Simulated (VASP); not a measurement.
# Ta (P6_3/mmc) in VASP: a series of runs

Ta is run at these levels: PBEsol; tasks: single point.

Everything below comes from runs of VASP 6.6.1. Logs are shortened: lines on timing, memory, paths and dates and some standing lists are left out, and cuts for length are marked.

## Step 1: The cell of the first run

Symmetry: P6_3/mmc, No. 194, hexagonal system. Conventional cell: a = 2.759 Å, b = 2.759 Å, c = 4.884 Å, α = 90.00°, β = 90.00°, γ = 120.00°. Ta (site symmetry -6m2) has 12 Ta at 2.76 to 2.92 Å within 3.6 Å.

This isn't the form of Ta at room conditions, which is bcc.

## Step 2: Single point, PBEsol

INCAR

```
  PREC = Accurate
  ENCUT = 520
  EDIFF = 1E-6
  ISMEAR = -1
  SIGMA = 0.05
  LREAL = F
  LASPH = T
  NELM = 60
  ALGO = Normal
  ISIF = 2
  LWAVE = F
  LCHARG = T
  GGA = PS
  LELF = T
  LVHAR = T
  NBANDS = 18
```

KPOINTS

```
Automatic mesh
0
Gamma
  11 11 5
```

POSCAR

```
Ta
1.0
    2.7591739628      0.0000000000      0.0000000000
   -1.3795869814      2.3895147453      0.0000000000
    0.0000000000      0.0000000000      4.8843364953
Ta
2
Direct
    0.3333333333      0.6666666667      0.2500000000
    0.6666666667      0.3333333333      0.7500000000
```

Potentials or basis: VASP PAW PBE potentials, release 64 (Ta_pv).

Started as:

```console
cat potpaw_PBE.64/Ta_pv/POTCAR > POTCAR
mpirun -np 1 vasp_std > vasp.out
```

OUTCAR:

```text
PREC = Accurate
   ENCUT = 520
   EDIFF = 1E-6
   ISMEAR = -1
   LREAL = F
   LASPH = T
   NELM = 60
   ISIF = 2
   GGA = PS

 ion  position               nearest neighbor table
   1  0.333  0.667  0.250-   2 2.92   2 2.92   2 2.92   2 2.92   2 2.92   2 2.92
   2  0.667  0.333  0.750-   1 2.92   1 2.92   1 2.92   1 2.92   1 2.92   1 2.92

  LATTYP: Found a hexagonal cell.
 ALAT       =     2.7591739628
 C/A-ratio  =     1.7702169422

  Lattice vectors:

 A1 = (   2.7591739628,   0.0000000000,   0.0000000000)
 A2 = (  -1.3795869814,   2.3895147453,   0.0000000000)
 A3 = (   0.0000000000,   0.0000000000,   4.8843364953)

Analysis of symmetry for initial positions (statically):
=====================================================================
 Subroutine PRICEL returns:
 Original cell was already a primitive cell.

 Routine SETGRP: Setting up the symmetry group for a
 hexagonal supercell.

 Subroutine GETGRP returns: Found 24 space group operations
 (whereof 12 operations were pure point group operations)
 out of a pool of 24 trial point group operations.

The static configuration has the point symmetry D_3d.
 The point group associated with its full space group is D_6h.

Analysis of symmetry for dynamics (positions and initial velocities):
=====================================================================
 Subroutine PRICEL returns:
 Original cell was already a primitive cell.

 Routine SETGRP: Setting up the symmetry group for a
 hexagonal supercell.

 Subroutine GETGRP returns: Found 24 space group operations
 (whereof 12 operations were pure point group operations)
 out of a pool of 24 trial point group operations.

The dynamic configuration has the point symmetry D_3d.
 The point group associated with its full space group is D_6h.

 Subroutine INISYM returns: Found 24 space group operations
 (whereof 12 operations are pure point group operations),
 and found     1 'primitive' translations

----------------------------------------------------------------------------------------

                                     Primitive cell

  volume of cell :      32.2029

  direct lattice vectors                    reciprocal lattice vectors
     2.759173963  0.000000000  0.000000000     0.362427311  0.209247506  0.000000000
    -1.379586981  2.389514745  0.000000000     0.000000000  0.418495011  0.000000000
     0.000000000  0.000000000  4.884336495     0.000000000  0.000000000  0.204736099

  length of vectors
     2.759173963  2.759173963  4.884336495     0.418495011  0.418495011  0.204736099

  position of ions in fractional coordinates (direct lattice)
     0.333333333  0.666666667  0.250000000
     0.666666667  0.333333333  0.750000000

  ion indices of the primitive-cell ions
   primitive index   ion index
                 1           1
                 2           2

----------------------------------------------------------------------------------------

 KPOINTS: Automatic mesh

Automatic generation of k-mesh.
 Grid dimensions read from file:
 generate k-points for:   11   11    5

 Generating k-lattice:

  Cartesian coordinates                     Fractional coordinates (reciprocal lattice)
     0.032947937  0.019022501  0.000000000     0.090909091  0.000000000  0.000000000
     0.000000000  0.038045001  0.000000000     0.000000000  0.090909091  0.000000000
     0.000000000  0.000000000  0.040947220     0.000000000  0.000000000  0.200000000

  Length of vectors
     0.038045001  0.038045001  0.040947220

  Shift w.r.t. Gamma in fractional coordinates (k-lattice)
     0.000000000  0.000000000  0.000000000

 Subroutine IBZKPT returns following result:
 ===========================================

 Found     48 irreducible k-points:

 Following reciprocal coordinates:
            Coordinates               Weight
  0.000000  0.000000  0.000000      1.000000
  0.090909 -0.000000  0.000000      6.000000
  0.181818 -0.000000  0.000000      6.000000
  0.272727 -0.000000  0.000000      6.000000
  0.363636 -0.000000  0.000000      6.000000
  0.454545 -0.000000  0.000000      6.000000
[... 16 lines left out ...]
  0.090909  0.090909  0.200000     12.000000
  0.181818  0.090909  0.200000     24.000000
 [... further k-points ...]
   k-points           NKPTS =     48   k-points in BZ     NKDIM =     48   number of bands    NBANDS=     18
   number of dos      NEDOS =    301   number of ions     NIONS =      2
   total plane-waves  NPLWV =  20736
   dimension x,y,z NGX =    24 NGY =   24 NGZ =   36
   dimension x,y,z NGXF=    48 NGYF=   48 NGZF=   72
   ions per type =               2
   NGX,Y,Z   is equivalent  to a cutoff of  14.46, 14.46, 12.25 a.u.
   NGXF,Y,Z  is equivalent  to a cutoff of  28.92, 28.92, 24.51 a.u.
 SYSTEM =  unknown system
   PREC   = accura    normal or accurate (medium, high low for compatibility)
   ISTART =      0    job   : 0-new  1-cont  2-samecut
   ICHARG =      2    charge: 1-file 2-atom 10-const
   ISPIN  =      1    spin polarized calculation?
   LNONCOLLINEAR =      F non collinear calculations
   LSORBIT =      F    spin-orbit coupling
   LASPH  =      T    aspherical Exc in radial PAW
   ENCUT  =  520.0 eV  38.22 Ry    6.18 a.u.   5.13  5.13  9.08*2*pi/ulx,y,z
   NELM   =     60;   NELMIN=  2; NELMDL= -5     # of ELM steps
   EDIFF  = 0.1E-05   stopping-criterion for ELM
   LREAL  =      F    real-space projection
   EDIFFG = 0.1E-04   stopping-criterion for IOM
   NSW    =      0    number of steps for IOM
   IBRION =     -1    ionic relax: 0-MD 1-quasi-New 2-CG
   NFREE  =      0    steps in history (QN), initial steepest desc. (CG)
   ISIF   =      2    stress and relaxation
   ISYM   =      2    0-nonsym 1-usesym 2-fastsym
   POTIM  = 0.5000    time-step for ionic-motion
   TEBEG  =    0.0;   TEEND  =   0.0 temperature during run
   PSTRESS=    0.0 pullay stress
   NELECT =      22.0000    total number of electrons
   NUPDOWN=      -1.0000    fix difference up-down
   EMIN   =  10.00;   EMAX   =-10.00  energy-range for DOS
   EFERMI =   0.00;   METHOD = LEGACY
   ISMEAR =    -1;   SIGMA  =   0.05  broadening in eV -4-tet -1-fermi 0-gaus
   EFERMI_NEDOS =   21; number of points for ismear=-14 and -15
   IALGO  =     38    algorithm
   IMIX   =      4    mixing-type and parameters
     AMIX     =   0.40;   BMIX     =  1.00
     AMIX_MAG =   1.60;   BMIX_MAG =  1.00
  volume/ion in A,a.u.               =      16.10       108.66
  Fermi-wavevector in a.u.,A,eV,Ry     =   1.441842  2.724686 28.285256  2.078908
  Thomas-Fermi vector in A             =   2.560429
   LORBIT       =      0    0 simple, 1 ext, 2 COOP (PROOUT), +10 PAW based schemes
   GGA     = PS    functional components
   LHFCALC =     F    Hartree Fock is set to
   AEXX    =    0.0000 exact exchange contribution
   IVDW    =     0    specifies the selected vdW correction
   LEPSILON=     F    determine dielectric tensor
   LRPA    =     F    only Hartree local field effects (RPA)
 non-spin polarized calculation
  energy-cutoff  :      520.00
  volume of cell :       32.20
 maximum number of plane-waves:       875
 NGX is ok and might be reduce to    24
   NGX = 11   NGY = 11   NGZ = 19

 number of electron      22.0000003 magnetization

 Free energy of the ion-electron system (eV)
  ---------------------------------------------------
  ext. energy  EPLUGINS =         0.00000000
  ---------------------------------------------------
  free energy    TOTEN  =       -24.18687525 eV

  energy without entropy =      -24.17324912  energy(sigma->0) =      -24.18006219

 E-fermi :   6.7220     XC(G=0): -13.3036

 val. band max:        6.7180361862   @ k =   0.3636  -0.0000   0.0000
 cond. band min:       6.7510985939   @ k =   0.4545   0.0909   0.2000
 fundamental gap:      0.0330624077
 Fermi energy:         6.7219983886

 k-point     1 :       0.0000    0.0000    0.0000
  band No.  band energies     occupation
      1     -27.8441      2.00000
      2     -26.4376      2.00000
      3     -26.3265      2.00000
      4     -26.3265      2.00000
      5     -26.1868      2.00000
      6     -26.1868      2.00000
[... 10 lines left out ...]
     17      12.8012      0.00000
     18      12.8012      0.00000

 k-point     2 :       0.0909   -0.0000    0.0000
  band No.  band energies     occupation
      1     -27.8002      2.00000
      2     -26.4669      2.00000
      3     -26.4432      2.00000
      4     -26.3643      2.00000
      5     -26.3306      2.00000
      6     -26.2109      2.00000
[... 10 lines left out ...]
     17      12.9817      0.00000
     18      13.6525      0.00000

 k-point     3 :       0.1818   -0.0000    0.0000
  band No.  band energies     occupation
      1     -27.6766      2.00000
      2     -26.8362      2.00000
      3     -26.6984      2.00000
      4     -26.4637      2.00000
      5     -26.4621      2.00000
      6     -26.2776      2.00000
[... 10 lines left out ...]
     17      13.2641      0.00000
     18      15.2837      0.00000

 k-point     4 :       0.2727   -0.0000    0.0000
  band No.  band energies     occupation
      1     -27.4961      2.00000
      2     -27.3030      2.00000
      3     -27.1467      2.00000
      4     -26.5843      2.00000
      5     -26.5075      2.00000
      6     -26.3670      2.00000
[... 10 lines left out ...]
     17      13.4151      0.00000
     18      16.6153      0.00000

 k-point     5 :       0.3636   -0.0000    0.0000
  band No.  band energies     occupation
      1     -27.7140      2.00000
      2     -27.5328      2.00000
      3     -27.2969      2.00000
      4     -26.6924      2.00000
      5     -26.5794      2.00000
      6     -26.4498      2.00000
[... 10 lines left out ...]
     17      13.4426      0.00000
     18      16.2594      0.00000

 k-point     6 :       0.4545   -0.0000    0.0000
  band No.  band energies     occupation
      1     -27.9501      2.00000
      2     -27.7528      2.00000
      3     -27.1429      2.00000
      4     -26.7550      2.00000
      5     -26.6570      2.00000
      6     -26.4990      2.00000
[... 10 lines left out ...]
     17      14.5024      0.00000
     18      16.2494      0.00000

 k-point     7 :       0.0909    0.0909    0.0000
  band No.  band energies     occupation
      1     -27.7164      2.00000
      2     -26.6959      2.00000
      3     -26.6142      2.00000
      4     -26.4563      2.00000
      5     -26.4107      2.00000
      6     -26.2757      2.00000
[... 10 lines left out ...]
     17      13.0291      0.00000
     18      14.9467      0.00000

 k-point     8 :       0.1818    0.0909    0.0000
  band No.  band energies     occupation
      1     -27.5639      2.00000
      2     -27.0870      2.00000
      3     -26.9965      2.00000
      4     -26.5470      2.00000
      5     -26.4888      2.00000
      6     -26.3795      2.00000
[... 10 lines left out ...]
     17      13.0592      0.00000
     18      16.6555      0.00000
[... 229 lines left out ...]
     17      12.9974      0.00000
     18      14.1636      0.00000

 k-point    20 :       0.2727   -0.0000    0.2000
  band No.  band energies     occupation
      1     -27.5098      2.00000
      2     -27.2446      2.00000
      3     -27.1426      2.00000
      4     -26.5640      2.00000
      5     -26.5599      2.00000
      6     -26.3881      2.00000
[... 10 lines left out ...]
     17      13.0629      0.00000
     18      14.8735      0.00000

 k-point    21 :       0.3636   -0.0000    0.2000
  band No.  band energies     occupation
      1     -27.7546      2.00000
      2     -27.5945      2.00000
      3     -27.1609      2.00000
      4     -26.6697      2.00000
      5     -26.6088      2.00000
      6     -26.4734      2.00000
[... 10 lines left out ...]
     17      13.4445      0.00000
     18      15.1706      0.00000

 k-point    22 :       0.4545   -0.0000    0.2000
  band No.  band energies     occupation
      1     -27.9727      2.00000
      2     -27.8079      2.00000
      3     -27.0500      2.00000
      4     -26.7311      2.00000
      5     -26.6632      2.00000
      6     -26.5240      2.00000
[... 10 lines left out ...]
     17      14.5604      0.00000
     18      15.1326      0.00000

 k-point    23 :       0.0909    0.0909    0.2000
  band No.  band energies     occupation
      1     -27.6157      2.00000
      2     -26.7101      2.00000
      3     -26.6731      2.00000
      4     -26.5020      2.00000
      5     -26.3927      2.00000
      6     -26.2915      2.00000
[... 10 lines left out ...]
     17      12.8274      0.00000
     18      14.0394      0.00000

 k-point    24 :       0.1818    0.0909    0.2000
  band No.  band energies     occupation
      1     -27.5128      2.00000
      2     -27.0745      2.00000
      3     -27.0036      2.00000
      4     -26.5824      2.00000
      5     -26.5008      2.00000
      6     -26.3962      2.00000
[... 10 lines left out ...]
     17      12.7605      0.00000
     18      14.9360      0.00000

 [... further k-points ...]

------------------------ aborting loop because EDIFF is reached ----------------------------------------

  FORCE on cell =-STRESS in cart. coord.  units (eV):
  Direction    XX          YY          ZZ          XY          YZ          ZX
  --------------------------------------------------------------------------------------
  -------------------------------------------------------------------------------------
  Total        6.1186549      6.1186549      6.0949926      0.0000000      0.0000000     -0.0000000
  in kB      304.4192882    304.4192882    303.2420272      0.0000000      0.0000000     -0.0000000
  external PRESSURE =     304.0268678 kB  Pullay stress =       0.0000000 kB

 VOLUME and BASIS-vectors are now :
 -----------------------------------------------------------------------------
  energy-cutoff  :      520.00
  volume of cell :       32.20
      direct lattice vectors                 reciprocal lattice vectors
     2.759173963  0.000000000  0.000000000     0.362427311  0.209247506  0.000000000
    -1.379586981  2.389514745  0.000000000     0.000000000  0.418495011  0.000000000
     0.000000000  0.000000000  4.884336495     0.000000000  0.000000000  0.204736099

 POSITION                                       TOTAL-FORCE (eV/Angst)
 -----------------------------------------------------------------------------------
     -0.00000      1.59301      1.22108        -0.000000      0.000000      0.000000
      1.37959      0.79650      3.66325         0.000000     -0.000000      0.000000
 -----------------------------------------------------------------------------------
    total drift:                                0.000000     -0.000000      0.000000

  FREE ENERGIE OF THE ION-ELECTRON SYSTEM (eV)
  ---------------------------------------------------
  free  energy   TOTEN  =       -24.1868752491 eV

  energy  without entropy=      -24.1732491219  energy(sigma->0) =      -24.18006219
```

Run time: 26 s. Hardware: 1 thread of AMD EPYC 7R13, shared host; peak memory 0.14 GiB.

Results:

```yaml
Free_energy: -24.1869 eV
Pressure: 30.4 GPa
Band_gap_on_the_k_mesh: zero (bands 11 and 12 overlap by 2.05 eV)
```

Stress tensor (GPa, compression positive):
```
30.44  0.00  0.00
 0.00 30.44  0.00
 0.00  0.00 30.32
```

Caveat: the cell stands under pressure; the PAW data sets were made with another functional, which shifts forces and pressure a little; spin-orbit coupling is left out, which moves the levels of the heavy elements.

## Step 3: Single point, PBEsol

This run uses another cell than the first one, of 16.66 Å³/atom.

INCAR

```
SYSTEM = Ta
PREC     = Accurate       ! precision mode
ENCUT    = 520            ! plane-wave cutoff, eV
EDIFF    = 1E-6           ! SCF threshold, eV
ISMEAR   = -1             ! smearing method
SIGMA    = 0.05           ! smearing width, eV
LREAL    = .False.        ! projectors in reciprocal space
LASPH    = .True.         ! aspherical terms in the spheres
NELM     = 100            ! most SCF steps
ALGO     = Fast           ! electronic algorithm
ISIF     = 2              ! what is computed and relaxed
LWAVE    = .False.        ! write WAVECAR
LCHARG   = .False.        ! write CHGCAR
GGA      = PS             ! functional
NBANDS   = 18             ! bands
```

KPOINTS

```
regular mesh
0
Gamma
  11 11 5
  0 0 0
```

POSCAR

```
Ta
1.0
    2.7876094549      0.0000000000      0.0000000000
   -1.3938047274      2.4141406038      0.0000000000
    0.0000000000      0.0000000000      4.9502301990
Ta
2
Direct
    0.3333333333      0.6666666667      0.2500000000
    0.6666666667      0.3333333333      0.7500000000
```

Potentials or basis: VASP PAW PBE potentials, release 64 (Ta_pv).

Started as:

```console
cat potpaw_PBE.64/Ta_pv/POTCAR > POTCAR
mpirun -np 1 vasp_std > vasp.out
```

It took 39 s on 1 thread of AMD EPYC 7R13, shared host; peak memory 0.14 GiB.

It converged, with:

| Quantity | Value |
| --- | --- |
| Free energy | -24.3621 eV |
| Pressure | 20.4 GPa |
| Band gap on the k mesh | zero (bands 11 and 12 overlap by 1.91 eV) |

Stress tensor (GPa, compression positive):
```
20.44  0.00  0.00
 0.00 20.44  0.00
 0.00  0.00 20.33
```

Levels at points of the mesh, in eV from the Fermi level:
```tsv
k point	band 7	band 8	band 9	band 10	band 11	band 12	band 13	band 14	band 15	band 16
(0.00, 0.00, 0.00)	-8.67	-5.35	-0.74	0.32	0.54	0.54	1.22	1.22	3.29	3.29
```

Caveat: the cell stands under pressure; the PAW data sets were made with another functional, which shifts forces and pressure a little; spin-orbit coupling is left out, which moves the levels of the heavy elements.

## Step 4: Single point, PBEsol

This run uses another cell than the first one, of 17.31 Å³/atom.

INCAR

```
SYSTEM = Ta
PREC = Accurate ; ENCUT = 520
EDIFF = 1E-7 ; ISMEAR = -1
SIGMA = 0.05 ; LREAL = .False.
LASPH = .True. ; NELM = 100
ALGO = Normal ; ISIF = 2
LWAVE = .False. ; LCHARG = .True.
GGA = PS ; LELF = .True.
LVHAR = .True. ; NBANDS = 18
```

KPOINTS is that of step 3.

POSCAR

```
Ta
1.0
    2.8203717856      0.0000000000      0.0000000000
   -1.4101858928      2.4425136145      0.0000000000
    0.0000000000      0.0000000000      5.0247399472
Ta
2
Direct
    0.3333333333      0.6666666667      0.2500000000
    0.6666666667      0.3333333333      0.7500000000
```

Started as:

```console
cat potpaw_PBE.64/Ta_pv/POTCAR > POTCAR
mpirun -np 1 vasp_std > vasp.out
```

Wall time 39 s (1 thread of AMD EPYC 7R13, shared host); peak memory 0.14 GiB.

It converged, with:

| Property | Result |
| --- | --- |
| Free energy | -24.4851 eV |
| Pressure | 10.2 GPa |
| Band gap on the k mesh | zero (bands 11 and 12 overlap by 1.76 eV) |

Stress tensor (GPa, compression positive):
```
10.26  0.00  0.00
 0.00 10.26  0.00
 0.00  0.00 10.17
```

Levels at points of the mesh, in eV from the Fermi level:
| k point | band 8 | band 9 | band 10 | band 11 | band 12 | band 13 | band 14 | band 15 |
| --- | --- | --- | --- | --- | --- | --- | --- | --- |
| (0.00, 0.00, 0.00) | -5.22 | -0.71 | 0.13 | 0.56 | 0.56 | 1.19 | 1.19 | 3.19 |

Caveat: the cell stands under pressure; the PAW data sets were made with another functional, which shifts forces and pressure a little; spin-orbit coupling is left out, which moves the levels of the heavy elements.

## Step 5: Overview

| cell | gap on the mesh (eV) | pressure (GPa) |
| --- | --- | --- |
| a = 2.759, b = 2.759, c = 4.884 Å, angles 90.0, 90.0, 120.0°, 2 atoms | none | 30.4 |
| a = 2.788, b = 2.788, c = 4.950 Å, angles 90.0, 90.0, 120.0°, 2 atoms | none | 20.4 |
| a = 2.820, b = 2.820, c = 5.025 Å, angles 90.0, 90.0, 120.0°, 2 atoms | none | 10.2 |

Alike in all rows: task single point; level PBEsol; potentials or basis VASP PAW PBE potentials, release 64 (Ta_pv); no spin polarisation; k mesh 11 × 11 × 5; cutoff (eV) 520; smearing fermi-dirac 0.05 eV.

Caveats: the cell stands under pressure; the PAW data sets were made with another functional, which shifts forces and pressure a little; spin-orbit coupling is left out, which moves the levels of the heavy elements.

Absolute energies hang on the potentials; compare differences alone.
